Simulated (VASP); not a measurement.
# CO2 (I-42d) in VASP: further runs

The runs below take CO2 through single point, with PBEsol.

Program: VASP 6.6.1. These are calculated values, not measurements. Logs are shortened: lines on timing, memory, paths and dates and some standing lists are left out, and cuts for length are marked.

## 1. The cell of the first run

Symmetry: I-42d, No. 122, tetragonal system. The conventional cell has a = 3.949 Å, b = 3.949 Å, c = 5.787 Å, α = 90.00°, β = 90.00°, γ = 90.00°. Within 1.9 Å of O (site symmetry 2) lie 2 C at 1.39 Å. Within 1.9 Å of C (site symmetry -4) lie 4 O at 1.39 Å.

## 2. Single point, PBEsol

INCAR

```
SYSTEM = CO2
ALGO = Normal
EDIFF = 1E-6
ENCUT = 520
GGA = PS
ISIF = 2
ISMEAR = -1
LASPH = .True.
LCHARG = .False.
LREAL = .False.
LWAVE = .False.
NBANDS = 25
NELM = 60
PREC = Accurate
SIGMA = 0.05
```

KPOINTS

```
k-points
0
Gamma
  8 8 8
  0 0 0
```

POSCAR

```
CO2
1.0
   -1.9747270000      1.9747270000      2.8934956800
    1.9747270000     -1.9747270000      2.8934956800
    1.9747270000      1.9747270000     -2.8934956800
O C
4 2
Direct
    0.8750000000      0.9597980000      0.5847980000
    0.3750000000      0.2902020000      0.4152020000
    0.0402020000      0.6250000000      0.9152020000
    0.7097980000      0.1250000000      0.0847980000
    0.0000000000      0.0000000000      0.0000000000
    0.7500000000      0.2500000000      0.5000000000
```

Potentials or basis: VASP PAW PBE potentials, release 64 (O, C).

The run is started by

```sh
$ cat potpaw_PBE.64/O/POTCAR potpaw_PBE.64/C/POTCAR > POTCAR
$ mpirun -np 1 vasp_std > vasp.out
```

OUTCAR:

```text
SYSTEM = CO2
   EDIFF = 1E-6
   ENCUT = 520
   GGA = PS
   ISIF = 2
   ISMEAR = -1
   LASPH = .True.
   LREAL = .False.
   NELM = 60
   PREC = Accurate

 ion  position               nearest neighbor table
   1  0.875  0.960  0.585-   5 1.39   6 1.39
   2  0.375  0.290  0.415-   5 1.39   6 1.39
   3  0.040  0.625  0.915-   5 1.39   6 1.39
   4  0.710  0.125  0.085-   5 1.39   6 1.39
   5  0.000  0.000  0.000-   1 1.39   2 1.39   3 1.39   4 1.39
   6  0.750  0.250  0.500-   1 1.39   2 1.39   3 1.39   4 1.39

  LATTYP: Found a body centered tetragonal cell.
 ALAT       =     3.9494540000
 C/A-ratio  =     1.4652636440

  Lattice vectors:

 A1 = (  -1.9747270000,   1.9747270000,   2.8934956800)
 A2 = (   1.9747270000,  -1.9747270000,   2.8934956800)
 A3 = (   1.9747270000,   1.9747270000,  -2.8934956800)

Analysis of symmetry for initial positions (statically):
=====================================================================
 Subroutine PRICEL returns:
 Original cell was already a primitive cell.

 Routine SETGRP: Setting up the symmetry group for a
 body centered tetragonal supercell.

 Subroutine GETGRP returns: Found  8 space group operations
 (whereof  4 operations were pure point group operations)
 out of a pool of 16 trial point group operations.

The static configuration has the point symmetry S_4 .
 The point group associated with its full space group is D_2d.

Analysis of symmetry for dynamics (positions and initial velocities):
=====================================================================
 Subroutine PRICEL returns:
 Original cell was already a primitive cell.

 Routine SETGRP: Setting up the symmetry group for a
 body centered tetragonal supercell.

 Subroutine GETGRP returns: Found  8 space group operations
 (whereof  4 operations were pure point group operations)
 out of a pool of 16 trial point group operations.

The dynamic configuration has the point symmetry S_4 .
 The point group associated with its full space group is D_2d.

 Subroutine INISYM returns: Found  8 space group operations
 (whereof  4 operations are pure point group operations),
 and found     1 'primitive' translations

----------------------------------------------------------------------------------------

                                     Primitive cell

  volume of cell :      45.1333

  direct lattice vectors                    reciprocal lattice vectors
    -1.974727000  1.974727000  2.893495680     0.000000000  0.253199556  0.172801364
     1.974727000 -1.974727000  2.893495680     0.253199556  0.000000000  0.172801364
     1.974727000  1.974727000 -2.893495680     0.253199556  0.253199556  0.000000000

  length of vectors
     4.021369257  4.021369257  4.021369257     0.306545799  0.306545799  0.358078246

  position of ions in fractional coordinates (direct lattice)
     0.875000000  0.959798000  0.584798000
     0.375000000  0.290202000  0.415202000
     0.040202000  0.625000000  0.915202000
     0.709798000  0.125000000  0.084798000
     0.000000000  0.000000000  0.000000000
     0.750000000  0.250000000  0.500000000

  ion indices of the primitive-cell ions
   primitive index   ion index
                 1           1
                 2           2
                 3           3
                 4           4
                 5           5
                 6           6

----------------------------------------------------------------------------------------

 KPOINTS: k-points

Automatic generation of k-mesh.
 Grid dimensions read from file:
 generate k-points for:    8    8    8

 Generating k-lattice:

  Cartesian coordinates                     Fractional coordinates (reciprocal lattice)
     0.000000000  0.031649945  0.021600170     0.125000000  0.000000000  0.000000000
     0.031649945  0.000000000  0.021600170     0.000000000  0.125000000  0.000000000
     0.031649945  0.031649945  0.000000000     0.000000000  0.000000000  0.125000000

  Length of vectors
     0.038318225  0.038318225  0.044759781

  Shift w.r.t. Gamma in fractional coordinates (k-lattice)
     0.000000000  0.000000000  0.000000000

 Subroutine IBZKPT returns following result:
 ===========================================

 Found     59 irreducible k-points:

 Following reciprocal coordinates:
            Coordinates               Weight
  0.000000  0.000000  0.000000      1.000000
  0.125000  0.000000  0.000000      8.000000
  0.250000  0.000000  0.000000      8.000000
  0.375000  0.000000  0.000000      8.000000
  0.500000  0.000000  0.000000      4.000000
  0.125000  0.125000  0.000000      8.000000
[... 16 lines left out ...]
  0.250000  0.125000  0.125000     16.000000
  0.375000  0.125000  0.125000      8.000000
 [... further k-points ...]
   k-points           NKPTS =     59   k-points in BZ     NKDIM =     59   number of bands    NBANDS=     25
   number of dos      NEDOS =    301   number of ions     NIONS =      6
   total plane-waves  NPLWV =  27000
   dimension x,y,z NGX =    30 NGY =   30 NGZ =   30
   dimension x,y,z NGXF=    60 NGYF=   60 NGZF=   60
   ions per type =               4   2
   NGX,Y,Z   is equivalent  to a cutoff of  12.40, 12.40, 12.40 a.u.
   NGXF,Y,Z  is equivalent  to a cutoff of  24.80, 24.80, 24.80 a.u.
 SYSTEM =  CO2
   PREC   = accura    normal or accurate (medium, high low for compatibility)
   ISTART =      0    job   : 0-new  1-cont  2-samecut
   ICHARG =      2    charge: 1-file 2-atom 10-const
   ISPIN  =      1    spin polarized calculation?
   LNONCOLLINEAR =      F non collinear calculations
   LSORBIT =      F    spin-orbit coupling
   LASPH  =      T    aspherical Exc in radial PAW
   ENCUT  =  520.0 eV  38.22 Ry    6.18 a.u.   7.48  7.48  7.48*2*pi/ulx,y,z
   NELM   =     60;   NELMIN=  2; NELMDL= -5     # of ELM steps
   EDIFF  = 0.1E-05   stopping-criterion for ELM
   LREAL  =      F    real-space projection
   EDIFFG = 0.1E-04   stopping-criterion for IOM
   NSW    =      0    number of steps for IOM
   IBRION =     -1    ionic relax: 0-MD 1-quasi-New 2-CG
   NFREE  =      0    steps in history (QN), initial steepest desc. (CG)
   ISIF   =      2    stress and relaxation
   ISYM   =      2    0-nonsym 1-usesym 2-fastsym
   POTIM  = 0.5000    time-step for ionic-motion
   TEBEG  =    0.0;   TEEND  =   0.0 temperature during run
   PSTRESS=    0.0 pullay stress
   NELECT =      32.0000    total number of electrons
   NUPDOWN=      -1.0000    fix difference up-down
   EMIN   =  10.00;   EMAX   =-10.00  energy-range for DOS
   EFERMI =   0.00;   METHOD = LEGACY
   ISMEAR =    -1;   SIGMA  =   0.05  broadening in eV -4-tet -1-fermi 0-gaus
   EFERMI_NEDOS =   21; number of points for ismear=-14 and -15
   IALGO  =     38    algorithm
   IMIX   =      4    mixing-type and parameters
     AMIX     =   0.40;   BMIX     =  1.00
     AMIX_MAG =   1.60;   BMIX_MAG =  1.00
  volume/ion in A,a.u.               =       7.52        50.76
  Fermi-wavevector in a.u.,A,eV,Ry     =   1.459797  2.758617 28.994119  2.131008
  Thomas-Fermi vector in A             =   2.576322
   LORBIT       =      0    0 simple, 1 ext, 2 COOP (PROOUT), +10 PAW based schemes
   GGA     = PS    functional components
   LHFCALC =     F    Hartree Fock is set to
   AEXX    =    0.0000 exact exchange contribution
   IVDW    =     0    specifies the selected vdW correction
   LEPSILON=     F    determine dielectric tensor
   LRPA    =     F    only Hartree local field effects (RPA)
 non-spin polarized calculation
  energy-cutoff  :      520.00
  volume of cell :       45.13
 maximum number of plane-waves:      1243
 NGX is ok and might be reduce to    30
   NGX = 15   NGY = 15   NGZ = 15

 number of electron      31.9999979 magnetization

 Free energy of the ion-electron system (eV)
  ---------------------------------------------------
  ext. energy  EPLUGINS =         0.00000000
  ---------------------------------------------------
  free energy    TOTEN  =       -46.07982815 eV

  energy without entropy =      -46.07982815  energy(sigma->0) =      -46.07982815

 E-fermi :   3.6019     XC(G=0): -11.5589

 val. band max:        2.5202727641   @ k =   0.5000   0.0000   0.0000
 cond. band min:      10.0884907722   @ k =   0.0000   0.0000   0.0000
 fundamental gap:      7.5682180081
 Fermi energy:         3.6019472771

 k-point     1 :       0.0000    0.0000    0.0000
  band No.  band energies     occupation
      1     -21.8745      2.00000
      2     -16.6126      2.00000
      3     -16.6126      2.00000
      4     -15.6924      2.00000
      5     -12.2565      2.00000
      6      -7.5269      2.00000
[... 17 lines left out ...]
     24      18.1158      0.00000
     25      18.1158      0.00000

 k-point     2 :       0.1250    0.0000    0.0000
  band No.  band energies     occupation
      1     -21.7692      2.00000
      2     -16.8490      2.00000
      3     -16.6417      2.00000
      4     -15.8601      2.00000
      5     -11.9163      2.00000
      6      -7.4919      2.00000
[... 17 lines left out ...]
     24      18.0131      0.00000
     25      18.2144      0.00000

 k-point     3 :       0.2500    0.0000    0.0000
  band No.  band energies     occupation
      1     -21.4729      2.00000
      2     -17.5272      2.00000
      3     -16.7035      2.00000
      4     -16.0603      2.00000
      5     -11.2497      2.00000
      6      -7.4335      2.00000
[... 17 lines left out ...]
     24      17.6070      0.00000
     25      18.1277      0.00000

 k-point     4 :       0.3750    0.0000    0.0000
  band No.  band energies     occupation
      1     -21.0723      2.00000
      2     -18.2892      2.00000
      3     -16.7542      2.00000
      4     -16.1770      2.00000
      5     -10.7186      2.00000
      6      -7.3596      2.00000
[... 17 lines left out ...]
     24      17.2160      0.00000
     25      17.7519      0.00000
[... 477 lines left out ...]
 k-point    22 :       0.1250    0.1250    0.1250
  band No.  band energies     occupation
      1     -21.2080      2.00000
      2     -18.0336      2.00000
      3     -16.7364      2.00000
      4     -16.1436      2.00000
      5     -10.8200      2.00000
      6      -7.9831      2.00000
[... 17 lines left out ...]
     24      17.4662      0.00000
     25      18.4322      0.00000

 k-point    23 :       0.2500    0.1250    0.1250
  band No.  band energies     occupation
      1     -20.8058      2.00000
      2     -18.6549      2.00000
      3     -16.7854      2.00000
      4     -16.2849      2.00000
      5     -10.2964      2.00000
      6      -8.0266      2.00000
[... 17 lines left out ...]
     24      17.2796      0.00000
     25      17.8178      0.00000

 k-point    24 :       0.3750    0.1250    0.1250
  band No.  band energies     occupation
      1     -20.5586      2.00000
      2     -18.9890      2.00000
      3     -16.8019      2.00000
      4     -16.3423      2.00000
      5     -10.0774      2.00000
      6      -8.0130      2.00000
[... 17 lines left out ...]
     24      17.0601      0.00000
     25      17.8387      0.00000

 [... further k-points ...]
[... 5 lines left out ...]
  --------------------------------------------------------------------------------------
  -------------------------------------------------------------------------------------
  Total        1.2221194      1.2221194      2.2731061      0.0000000      0.0000000      0.0000000
  in kB       43.3837680     43.3837680     80.6925313      0.0000000      0.0000000      0.0000000
  external PRESSURE =      55.8200224 kB  Pullay stress =       0.0000000 kB

 VOLUME and BASIS-vectors are now :
 -----------------------------------------------------------------------------
  energy-cutoff  :      520.00
  volume of cell :       45.13
      direct lattice vectors                 reciprocal lattice vectors
    -1.974727000  1.974727000  2.893495680     0.000000000  0.253199556  0.172801364
     1.974727000 -1.974727000  2.893495680     0.253199556  0.000000000  0.172801364
     1.974727000  1.974727000 -2.893495680     0.253199556  0.253199556  0.000000000

 POSITION                                       TOTAL-FORCE (eV/Angst)
 -----------------------------------------------------------------------------------
      1.32227      0.98736      3.61687        -0.255509     -0.000000      0.000000
      0.65246      0.98736      0.72337         0.255509     -0.000000      0.000000
      2.96209      0.65246     -0.72337         0.000000      0.255509      0.000000
     -0.98736      1.32227      2.17012         0.000000     -0.255509      0.000000
      0.00000      0.00000      0.00000         0.000000     -0.000000      0.000000
     -0.00000      1.97473      1.44675         0.000000     -0.000000     -0.000000
 -----------------------------------------------------------------------------------
    total drift:                               -0.000000     -0.000000     -0.000001

  FREE ENERGIE OF THE ION-ELECTRON SYSTEM (eV)
  ---------------------------------------------------
  free  energy   TOTEN  =       -46.0798281503 eV

  energy  without entropy=      -46.0798281503  energy(sigma->0) =      -46.07982815
```

It took 1.9 min on 1 thread of AMD EPYC 7R13, shared host; peak memory 0.16 GiB.

Results:

```
Free energy            : -46.0798 eV
Pressure               : 5.6 GPa
Largest force          : 0.256 eV/Å
Band gap on the k mesh : 7.57 eV, indirect (least direct gap 7.97 eV)
```

Forces on the atoms (eV/Å):
```
O   -0.256  0.000  0.000
O    0.256  0.000  0.000
O    0.000  0.256  0.000
O    0.000 -0.256  0.000
C    0.000  0.000  0.000
C    0.000  0.000  0.000
```

Caveat: the PAW data sets were made with another functional, which shifts forces and pressure a little.

## 3. Single point, PBEsol

This run uses another cell than the first one, of 7.68 Å³/atom, 1.021 times its volume.

INCAR

```
SYSTEM = CO2
PREC = Accurate
ENCUT = 520
EDIFF = 1E-7
ISMEAR = -1
SIGMA = 0.05
LREAL = .FALSE.
LASPH = .TRUE.
NELM = 100
ALGO = Normal
ISIF = 2
LWAVE = .FALSE.
LCHARG = .TRUE.
GGA = PS
LELF = .TRUE.
LVHAR = .TRUE.
NBANDS = 25
```

KPOINTS

```
regular mesh
0
G
  8 8 8
  0 0 0
```

POSCAR: that of step 2 with these lines changed.

```diff
@@ -2,5 +2,5 @@
 1.0
-   -1.9747270000      1.9747270000      2.8934956800
-    1.9747270000     -1.9747270000      2.8934956800
-    1.9747270000      1.9747270000     -2.8934956800
+   -1.9747270000      1.9747270000      2.9537768400
+    1.9747270000     -1.9747270000      2.9537768400
+    1.9747270000      1.9747270000     -2.9537768400
 O C
```

Potentials or basis: VASP PAW PBE potentials, release 64 (O, C).

The run is started by

```sh
$ cat potpaw_PBE.64/O/POTCAR potpaw_PBE.64/C/POTCAR > POTCAR
$ mpirun -np 1 vasp_std > vasp.out
```

It took 1.9 min on 1 thread of AMD EPYC 7R13, shared host; peak memory 0.16 GiB.

Results (log left out):

```yaml
Free_energy: -46.1082 eV
Pressure: 0.1 GPa
Largest_force: 0.059 eV/Å
Band_gap_on_the_k_mesh: 7.55 eV, indirect (least direct gap 7.99 eV)
```

Forces on the atoms (eV/Å):
```
O   -0.059  0.000  0.000
O    0.059  0.000  0.000
O    0.000  0.059  0.000
O    0.000 -0.059  0.000
C    0.000  0.000  0.000
C    0.000  0.000  0.000
```

Stress tensor (GPa, compression positive):
```
-0.27  0.00  0.00
 0.00 -0.27  0.00
 0.00  0.00  0.81
```

Levels at points of the mesh, in eV from the valence-band top:
```tsv
k point	band 12	band 13	band 14	band 15	band 16	band 17	band 18	band 19	band 20	band 21
(0.00, 0.00, 0.00)	-1.26	-1.26	-0.93	-0.93	-0.44	7.55	9.33	9.38	9.38	12.30
(0.50, 0.00, 0.00)	-2.27	-1.75	-1.44	-0.46	0.00	8.29	9.49	9.73	10.37	12.40
(0.50, 0.50, 0.00)	-2.73	-0.70	-0.70	-0.53	-0.53	8.99	8.99	9.93	9.93	11.65
(0.50, 0.50, 0.50)	-3.15	-2.90	-2.90	-0.04	-0.04	8.93	8.93	10.74	10.74	11.44
```

Caveat: the PAW data sets were made with another functional, which shifts forces and pressure a little.

## 4. Single point, PBEsol

This run uses another cell than the first one, of 7.76 Å³/atom, 1.031 times its volume.

INCAR

```
PREC = Accurate
ENCUT = 520
EDIFF = 1E-6
ISMEAR = -1
SIGMA = 0.05
LREAL = False
LASPH = True
NELM = 80
ALGO = Normal
ISIF = 2
LWAVE = False
LCHARG = False
GGA = PS
NBANDS = 25
```

KPOINTS

```
regular mesh
0
Gamma
  8 8 8
```

POSCAR: that of step 3 with these lines changed.

```diff
@@ -2,5 +2,5 @@
 1.0
-   -1.9747270000      1.9747270000      2.9537768400
-    1.9747270000     -1.9747270000      2.9537768400
-    1.9747270000      1.9747270000     -2.9537768400
+   -1.9747270000      1.9747270000      2.9839174200
+    1.9747270000     -1.9747270000      2.9839174200
+    1.9747270000      1.9747270000     -2.9839174200
 O C
```

The run is started by

```sh
$ cat potpaw_PBE.64/O/POTCAR potpaw_PBE.64/C/POTCAR > POTCAR
$ mpirun -np 1 vasp_std > vasp.out
```

Run time: 1.7 min. Hardware: 1 thread of AMD EPYC 7R13, shared host; peak memory 0.16 GiB.

The run converged. Its results:

| Item | Value |
| --- | --- |
| Free energy | -46.1068 eV |
| Pressure | -2.5 GPa |
| Largest force | 0.032 eV/Å |
| Band gap on the k mesh | 7.54 eV, indirect (least direct gap 8.00 eV) |

Forces in eV/Å, atoms in the order of the input:
```
O    0.032  0.000  0.000
O   -0.032  0.000  0.000
O    0.000 -0.032  0.000
O    0.000  0.032  0.000
C    0.000  0.000  0.000
C    0.000  0.000  0.000
```

Stress tensor (GPa, compression positive):
```
-2.36  0.00  0.00
 0.00 -2.36  0.00
 0.00  0.00 -2.66
```

Levels at points of the mesh, in eV from the valence-band top:
```csv
k point,band 12,band 13,band 14,band 15,band 16,band 17,band 18,band 19,band 20,band 21
"(0.00, 0.00, 0.00)",-1.22,-1.22,-0.91,-0.91,-0.46,7.54,9.17,9.24,9.24,12.24
"(0.50, 0.00, 0.00)",-2.25,-1.73,-1.41,-0.44,0.00,8.19,9.46,9.59,10.26,12.36
"(0.50, 0.50, 0.00)",-2.69,-0.67,-0.67,-0.52,-0.52,8.87,8.87,9.86,9.86,11.61
"(0.50, 0.50, 0.50)",-3.12,-2.87,-2.87,-0.02,-0.02,8.82,8.82,10.65,10.65,11.35
```

Caveat: the PAW data sets were made with another functional, which shifts forces and pressure a little.

(Part 1 of 2 ends here.)
